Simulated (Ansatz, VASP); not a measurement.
**Ta: VASP beside Ansatz**

```
Ta
1.0
    -1.62640    1.62640    1.62640
     1.62640   -1.62640    1.62640
     1.62640    1.62640   -1.62640
Ta
1
Cartesian
  0.0000 0.0000 0.0000
```

Alike in both runs: functional LDA; k mesh 18 × 18 × 18; occupations fermi-dirac, width 0.05 eV; no spin polarisation.

Ansatz relaxed the structure, and its values are those at the end. VASP's run is a single point on that final structure, the one shown.

|  | VASP | Ansatz |
| --- | --- | --- |
| version | VASP 6.6.1 | Ansatz 0.2.0 |
| potentials or method | VASP PAW LDA potentials, release 64 (Ta_pv) | PAW with Ansatz's default frozen-core files, scalar-relativistic |
| plane-wave cutoff (eV) | 520 | 420 |
| valence electrons in the cell | 11 | 13 |

```csv
,VASP,Ansatz,Ansatz less VASP
pressure (GPa),0.9,0.0,-0.90
```

LDA's correlation is that of Perdew and Zunger in VASP and of Perdew and Wang (1992) in Ansatz. VASP's potentials hold 11 valence electrons a cell and Ansatz's 13, so a difference there can come from the potentials and not from the codes.

Neither program's run includes spin-orbit coupling.
